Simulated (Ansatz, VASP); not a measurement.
## CdSe in VASP and in Ansatz

```xyz
2
Lattice="0.0000 3.2312 3.2312 3.2312 0.0000 3.2312 3.0649 3.0649 0.1663" Properties=species:S:1:pos:R:3 pbc="T T T"
Cd    0.0000    0.0000    0.0000
Se    4.7221    4.7221    4.9715
```

Alike in both runs: task single point; functional PBEsol; k mesh 10 × 10 × 10; occupations gaussian, width 0.05 eV; no spin polarisation.

|  | VASP | Ansatz |
| --- | --- | --- |
| version | VASP 6.6.1 | Ansatz 0.2.0 |
| potentials or method | VASP PAW PBE potentials, release 64 (Cd, Se), cutoff 520 eV | scalar-relativistic, plane waves, PAW |
| valence electrons in the cell | 18 | 36 |

VASP gave:

- gap on the k mesh at the Fermi level (eV): 0.40
- least direct gap on the mesh (eV): 0.45
- pressure (GPa): -3.5
- traceless stress, the component that is largest in VASP (GPa): 1.88
- rms of the force components (eV/Å): 0.258

Q: What did Ansatz give for the same quantities?

A: gap on the k mesh at the Fermi level (eV): 0.40; least direct gap on the mesh (eV): 0.45; pressure (GPa): -3.7; traceless stress, the component that is largest in VASP (GPa): 1.83; rms of the force components (eV/Å): 0.245.

VASP's potentials were made for PBE, not for PBEsol. Atom by atom the forces differ by 0.013 eV/Å (rms over components). VASP's potentials hold 18 valence electrons a cell and Ansatz's 36, so a difference there can come from the potentials and not from the codes.
